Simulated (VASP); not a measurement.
A run of VASP 6.6.1 is set up as follows.

File INCAR:

```
PREC = Accurate ; ENCUT = 520
EDIFF = 1E-6 ; ISMEAR = 0
SIGMA = 0.1 ; LREAL = F
LASPH = T ; NELM = 150
ALGO = Normal ; ISIF = 2
LWAVE = F ; LCHARG = F
ISPIN = 2 ; MAGMOM = 0 0 0 0 0 0 0 0 0 0 0 0 1
LORBIT = 11 ; LDIPOL = T
IDIPOL = 3 ; DIPOL = 0.5 0.5 0.307
GGA = PE ; NBANDS = 34
```

The input KPOINTS:

```
regular mesh
0
Gamma
  6 6 1
```

The input POSCAR:

```
Al12H
1.0
    5.7143028096      0.0000000000      0.0000000000
   -2.8571514048      4.9487313980      0.0000000000
    0.0000000000      0.0000000000     21.6016424764
Al H
12 1
Direct
    0.3333333333      0.1666666667      0.1851711047
    0.3333333333      0.6666666667      0.1851711047
    0.8333333333      0.1666666667      0.1851711047
    0.8333333333      0.6666666667      0.1851711047
    0.1666666667      0.3333333333      0.2916873740
    0.1666666667      0.8333333333      0.2916873740
    0.6666666667      0.3333333333      0.2916873740
    0.6666666667      0.8333333333      0.2916873740
    0.0000000000      0.0000000000      0.3981939098
    0.0000000000      0.5000000000      0.3981939098
    0.5000000000      0.0000000000      0.3981939098
    0.5000000000      0.5000000000      0.3981939098
    0.1666666667     -0.1666666667      0.4940199565
```

Potentials or basis: VASP PAW PBE potentials, release 64 (Al, H).

The run is started by

```console
$ cat potpaw_PBE.64/Al/POTCAR potpaw_PBE.64/H/POTCAR > POTCAR
$ mpirun -np 1 vasp_std > vasp.out
```

Problem. What does it give for the net moment?

Solution. 0.00 μB per cell.

Problem. What does it give for the largest force?

Solution. 1.317 eV/Å.

Forces on the atoms (eV/Å):
```
Al   0.000  0.192 -0.061
Al   0.166 -0.096 -0.061
Al   0.000  0.000 -0.130
Al  -0.166 -0.096 -0.061
Al  -0.071 -0.041 -0.106
Al   0.000  0.000  0.278
Al   0.071 -0.041 -0.106
Al   0.000  0.082 -0.106
Al   0.178 -0.103  0.568
Al   0.000  0.205  0.568
Al  -0.178 -0.103  0.568
Al   0.000  0.000 -0.034
H    0.000  0.000 -1.317
```
